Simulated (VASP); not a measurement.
# InSe (P6_3/mmc) in VASP: further runs, part 2 of 2

VASP 6.6.1. Earlier steps stand in the parts before.

### 4 Single point, PBEsol+D4

This run uses another cell than the first one, of 28.20 Å³/atom.

INCAR

```
ALGO = Normal
EDIFF = 1E-6
ENCUT = 520
GGA = PS
ISIF = 2
ISMEAR = -1
IVDW = 13
LASPH = T
LCHARG = F
LREAL = F
LWAVE = F
NBANDS = 48
NELM = 60
PREC = Accurate
SIGMA = 0.05
```

KPOINTS

```
k-points
0
Gamma
  8 8 2
```

POSCAR

```
InSe
1.0
    3.9741474440      0.0000000000      0.0000000000
   -1.9870737220      3.4417126449      0.0000000000
    0.0000000000      0.0000000000     16.4916732558
In Se
4 4
Direct
    0.6666666667      0.3333333333      0.8336825908
    0.3333333333      0.6666666667      0.3336825908
    0.6666666667      0.3333333333      0.6663174092
    0.3333333333      0.6666666667      0.1663174092
    0.6666666667      0.3333333333      0.4117626222
    0.3333333333      0.6666666667      0.9117626222
    0.6666666667      0.3333333333      0.0882373778
    0.3333333333      0.6666666667      0.5882373778
```

Potentials or basis: VASP PAW PBE potentials, release 64 (In_d, Se).

On the command line:

```bash
$ cat potpaw_PBE.64/In_d/POTCAR potpaw_PBE.64/Se/POTCAR > POTCAR
$ mpirun -np 1 vasp_std > vasp.out
```

OUTCAR:

```text
EDIFF = 1E-6
   ENCUT = 520
   GGA = PS
   ISIF = 2
   ISMEAR = -1
   IVDW = 13
   LASPH = T
   LREAL = F
   NELM = 60
   PREC = Accurate

 ion  position               nearest neighbor table
   1  0.667  0.333  0.834-   6 2.63   6 2.63   6 2.63   3 2.76
   2  0.333  0.667  0.334-   5 2.63   5 2.63   5 2.63   4 2.76
   3  0.667  0.333  0.666-   8 2.63   8 2.63   8 2.63   1 2.76
   4  0.333  0.667  0.166-   7 2.63   7 2.63   7 2.63   2 2.76
   5  0.667  0.333  0.412-   2 2.63   2 2.63   2 2.63
   6  0.333  0.667  0.912-   1 2.63   1 2.63   1 2.63
   7  0.667  0.333  0.088-   4 2.63   4 2.63   4 2.63
   8  0.333  0.667  0.588-   3 2.63   3 2.63   3 2.63

  LATTYP: Found a hexagonal cell.
 ALAT       =     3.9741474440
 C/A-ratio  =     4.1497386517

  Lattice vectors:

 A1 = (   3.9741474440,   0.0000000000,   0.0000000000)
 A2 = (  -1.9870737220,   3.4417126449,   0.0000000000)
 A3 = (   0.0000000000,   0.0000000000,  16.4916732558)

[... 186 lines left out ...]
 cond. band min:       4.7072326510   @ k =   0.0000   0.0000   0.0000
 fundamental gap:      0.3846157654
 Fermi energy:         4.5303697934

 k-point     1 :       0.0000    0.0000    0.0000
  band No.  band energies     occupation
      1     -10.4784      2.00000
      2     -10.4775      2.00000
      3     -10.2716      2.00000
      4     -10.2716      2.00000
      5     -10.2710      2.00000
      6     -10.2710      2.00000
[... 1009 lines left out ...]
     47       9.6264      0.00000
     48       9.6264      0.00000

------------------------ aborting loop because EDIFF is reached ----------------------------------------

  DFT-D4 for vdW energy calculation

  Edisp (eV):   -1.57091

  FORCE on cell =-STRESS in cart. coord.  units (eV):
  Direction    XX          YY          ZZ          XY          YZ          ZX
  --------------------------------------------------------------------------------------
  -------------------------------------------------------------------------------------
  Total       0.09039     0.09039     0.07207     0.00000     0.00000     0.00000
  in kB       0.64204     0.64204     0.51190     0.00000     0.00000     0.00000
  external pressure =        0.60 kB  Pullay stress =        0.00 kB

 VOLUME and BASIS-vectors are now :
 -----------------------------------------------------------------------------
  energy-cutoff  :      520.00
  volume of cell :      225.57
      direct lattice vectors                 reciprocal lattice vectors
     3.974147444  0.000000000  0.000000000     0.251626296  0.145276510  0.000000000
    -1.987073722  3.441712645  0.000000000     0.000000000  0.290553019  0.000000000
     0.000000000  0.000000000 16.491673256     0.000000000  0.000000000  0.060636661

 POSITION                                       TOTAL-FORCE (eV/Angst)
 -----------------------------------------------------------------------------------
      1.98707      1.14724     13.74882         0.000000      0.000000     -0.018241
     -0.00000      2.29448      5.50298        -0.000000      0.000000     -0.018241
      1.98707      1.14724     10.98869         0.000000     -0.000000      0.018241
     -0.00000      2.29448      2.74285        -0.000000      0.000000      0.018241
      1.98707      1.14724      6.79065         0.000000      0.000000      0.020569
     -0.00000      2.29448     15.03649        -0.000000      0.000000      0.020569
      1.98707      1.14724      1.45518         0.000000     -0.000000     -0.020569
     -0.00000      2.29448      9.70102        -0.000000     -0.000000     -0.020569
 -----------------------------------------------------------------------------------
    total drift:                               -0.000000      0.000000      0.000000

  FREE ENERGIE OF THE ION-ELECTRON SYSTEM (eV)
  ---------------------------------------------------
  free  energy   TOTEN  =       -32.7299618301 eV

  energy  without entropy=      -32.7297272744  energy(sigma->0) =      -32.72984455
```

It took 2.1 min on 1 thread of AMD EPYC 9R45 (Zen 5), shared host; peak memory 0.39 GiB.

Results:

| Property | Result |
| --- | --- |
| Free energy | -32.7300 eV |
| Pressure | 0.1 GPa |
| Largest force | 0.021 eV/Å |
| Band gap on the k mesh | 0.38 eV |
| Dispersion energy per atom | -0.196 eV |

Forces in eV/Å, atoms in the order of the input:
```
In   0.000  0.000 -0.018
In   0.000  0.000 -0.018
In   0.000  0.000  0.018
In   0.000  0.000  0.018
Se   0.000  0.000  0.021
Se   0.000  0.000  0.021
Se   0.000  0.000 -0.021
Se   0.000  0.000 -0.021
```

Caveat: the PAW data sets were made with another functional, which shifts forces and pressure a little; spin-orbit coupling is left out, which moves the levels of the heavy elements.

### 5 Overview

| level | cell | gap on the mesh (eV) | pressure (GPa) | largest force (eV/Å) |
| --- | --- | --- | --- | --- |
| PBEsol+D3(BJ) | a = 3.952, b = 3.952, c = 16.312 Å, angles 90.0, 90.0, 120.0°, 8 atoms, atomic positions A | 0.43 | 0.1 | 0.02 |
| PBEsol+D3(BJ) | a = 3.960, b = 3.960, c = 16.345 Å, angles 90.0, 90.0, 120.0°, 8 atoms, atomic positions A | 0.40 | -0.1 | 0.02 |
| PBEsol+D4 | a = 3.974, b = 3.974, c = 16.492 Å, angles 90.0, 90.0, 120.0°, 8 atoms, atomic positions B | 0.38 | 0.1 | 0.02 |

Alike in all rows: task single point; potentials or basis VASP PAW PBE potentials, release 64 (In_d, Se); no spin polarisation; k mesh 8 × 8 × 2; cutoff (eV) 520; smearing fermi-dirac 0.05 eV.

Caveats: the PAW data sets were made with another functional, which shifts forces and pressure a little; spin-orbit coupling is left out, which moves the levels of the heavy elements; three body term missing (at least some runs).

Absolute energies hang on the potentials; compare differences alone.
